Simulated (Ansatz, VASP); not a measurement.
**RbBr in VASP and in Ansatz**

INCAR

```
  PREC = Accurate
  ENCUT = 520
  EDIFF = 1E-8
  ISMEAR = -1
  SIGMA = 0.03
  LREAL = False
  LASPH = True
  NELM = 80
  ALGO = Normal
  ISIF = 2
  LWAVE = False
  LCHARG = False
  GGA = PE
  LEFG = True
  NBANDS = 15
```

The input KPOINTS:

```
Automatic mesh
0
Gamma
  7 7 7
```

File POSCAR:

```
RbBr
1.0
    0.0000000000      3.4044959512      3.4044959512
    3.4044959512      0.0000000000      3.4044959512
    3.4044959512      3.4044959512      0.0000000000
Rb Br
1 1
Direct
    0.0000000000      0.0000000000      0.0000000000
    0.5000000000      0.5000000000      0.5000000000
```

Input for Ansatz:

```yaml
crystal:
  lattice:
    - [0.0, 3.4044959512, 3.4044959512]
    - [3.4044959512, 0.0, 3.4044959512]
    - [3.4044959512, 3.4044959512, 0.0]
  atoms:
    - { symbol: Rb, position: [0.0, 0.0, 0.0] }
    - { symbol: Br, position: [0.5, 0.5, 0.5] }
kpoints:
  mp_grid: { grid: [7, 7, 7] }
scf:
  occupations: { method: fermi_dirac, width: 0.03 }
hamiltonian:
  xc: pbe
  pseudopotentials: { kind: paw }
output:
  forces: true
  stress: true
  eigenvalues: true
  efg: { contact_densities: true }
```

Change from the starting cell: volume scaled by 0.98, PAW files.

Alike in both runs: task electric field gradients; functional PBE; k mesh 7 × 7 × 7; occupations fermi-dirac, width 0.03 eV; no spin polarisation.

|  | VASP | Ansatz |
| --- | --- | --- |
| version | VASP 6.6.1 | Ansatz 0.2.0 |
| potentials or method | VASP PAW PBE potentials, release 64 (Rb_sv, Br) | PAW with Ansatz's default frozen-core files, scalar-relativistic |
| plane-wave cutoff (eV) | 520 | 420 |
| valence electrons in the cell | 16 | 16 |

```tsv
	VASP	Ansatz	Ansatz less VASP
gap on the k mesh at the Fermi level (eV)	4.41	4.42	+0.003
pressure (GPa)	1.4	1.3	-0.03
```

With one functional, cell and mesh, what is left measures potentials, basis and numerics.
